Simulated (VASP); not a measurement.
A run of VASP 6.6.1 is set up as follows.

The input INCAR:

```
SYSTEM = Pt
PREC = Accurate
ENCUT = 520
EDIFF = 1E-7
ISMEAR = 0
SIGMA = 0.15
LREAL = .FALSE.
LASPH = .TRUE.
NELM = 80
ALGO = Fast
ISIF = 2
LWAVE = .FALSE.
LCHARG = .FALSE.
GGA = PE
NBANDS = 11
```

The input KPOINTS:

```
Automatic mesh
0
G
  22 22 22
  0 0 0
```

Contents of POSCAR:

```
Pt
1.0
   -1.5921411000      1.5921411000      1.5842200000
    1.5921411000     -1.5921411000      1.5842200000
    1.5762989000      1.5762989000     -1.5842200000
Pt
1
Direct
    0.0000000000      0.0000000000      0.0000000000
```

Potentials or basis: VASP PAW PBE potentials, release 64 (Pt).

Run with:

```bash
$ cat potpaw_PBE.64/Pt/POTCAR > POTCAR
$ mpirun -np 1 vasp_std > vasp.out
```

Q: What does it give for the pressure?

A: -1.4 GPa.

Q: Predict the band gap on the k mesh.

A: Zero (bands 5 and 6 overlap by 2.17 eV).

Stress tensor (GPa, compression positive):
```
-1.45  1.48  0.00
 1.48 -1.45  0.00
 0.00  0.00 -1.43
```

Caveat: the cell differs from its parent crystal (strain -0.0100 x Voigt [0, 0, 0, 0, 0, 1]); spin-orbit coupling is left out, which moves the levels of the heavy elements.
